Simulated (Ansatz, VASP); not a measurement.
**Ti in VASP and in Ansatz**

INCAR

```
SYSTEM = Ti
ALGO = Normal ; EDIFF = 1E-7
ENCUT = 520 ; GGA = PS
ISIF = 2 ; ISMEAR = 0
LASPH = .TRUE. ; LCHARG = .FALSE.
LREAL = .FALSE. ; LWAVE = .FALSE.
NBANDS = 12 ; NELM = 80
PREC = Accurate ; SIGMA = 0.15
```

Contents of KPOINTS:

```
k-points
0
G
  10 10 10
  0 0 0
```

File POSCAR:

```
Ti
1.0
    0.0000000000      2.0909000000      2.0604500000
    2.0909000000      0.0000000000      2.0604500000
    2.0909000000      2.0909000000      0.0000000000
Ti
1
Direct
    0.0000000000      0.0000000000      0.0000000000
```

Input for Ansatz:

```yaml
crystal:
  lattice:
    - [0.0, 2.0909, 2.06045]
    - [2.0909, 0.0, 2.06045]
    - [2.0909, 2.0909, 0.0]
  atoms:
    - { symbol: Ti, position: [0.0, 0.0, 0.0] }
basis:
  ecutwfc: 420
kpoints:
  mp_grid: { grid: [10, 10, 10] }
hamiltonian:
  xc: pbesol
scf:
  occupations: { method: gaussian, width: 0.15 }
output:
  forces: true
  stress: true
  eigenvalues: true
```

Change from the starting cell: strain +0.030 along x and y, +0.015 along z, atoms carried along.

Alike in both runs: task single point; functional PBEsol; k mesh 10 × 10 × 10; occupations gaussian, width 0.15 eV; no spin polarisation.

|  | VASP | Ansatz |
| --- | --- | --- |
| version | VASP 6.6.1 | Ansatz 0.2.0 |
| potentials or method | VASP PAW PBE potentials, release 64 (Ti_sv), cutoff 520 eV | scalar-relativistic, plane waves, PAW |
| valence electrons in the cell | 12 | 12 |

|  | VASP | Ansatz | Ansatz less VASP |
| --- | --- | --- | --- |
| gap on the k mesh at the Fermi level (eV) | none | none | - |
| pressure (GPa) | -7.9 | -7.7 | +0.18 |
| traceless stress, the component that is largest in VASP (GPa) | 0.38 | 0.38 | -0.001 |

VASP's potentials were made for PBE, not for PBEsol. A gap of «none» marks a metal or a gap that the smearing closes.
